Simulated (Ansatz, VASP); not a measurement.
Co in VASP and in Ansatz

```xyz
1
Lattice="0.0000 1.7907 1.7907 1.7907 0.0000 1.7907 1.7907 1.7907 0.0000" Properties=species:S:1:pos:R:3 pbc="T T T"
Co    0.0000    0.0000    0.0000
```

Alike in both runs: task single point; functional r2SCAN; k mesh 20 × 20 × 20; occupations gaussian, width 0.1 eV; collinear spin.

|  | VASP | Ansatz |
| --- | --- | --- |
| version | VASP 6.6.1 | Ansatz 0.2.0 |
| potentials or method | VASP PAW PBE potentials, release 64 (Co), cutoff 520 eV | scalar-relativistic, plane waves, PAW |
| valence electrons in the cell | 9 | 17 |

|  | VASP | Ansatz | Ansatz less VASP |
| --- | --- | --- | --- |
| gap on the k mesh at the Fermi level (eV) | none | none | - |
| pressure (GPa) | -10.8 | -11.0 | -0.13 |
| net moment per atom (μB) | 1.85 | 1.86 | +0.014 |
| size of the moment on the site where the two differ most (μB) | 1.91 | 1.97 | +0.062 |

VASP's potentials were made for PBE, not for r2SCAN. Site moments also hang on the region over which each program counts them. A gap of «none» marks a metal or a gap that the smearing closes. The functional is the same, so the differences come from potentials, cutoffs and numerics. VASP's potentials hold 9 valence electrons a cell and Ansatz's 17, so a difference there can come from the potentials and not from the codes. Ansatz's warnings: stability check not made.
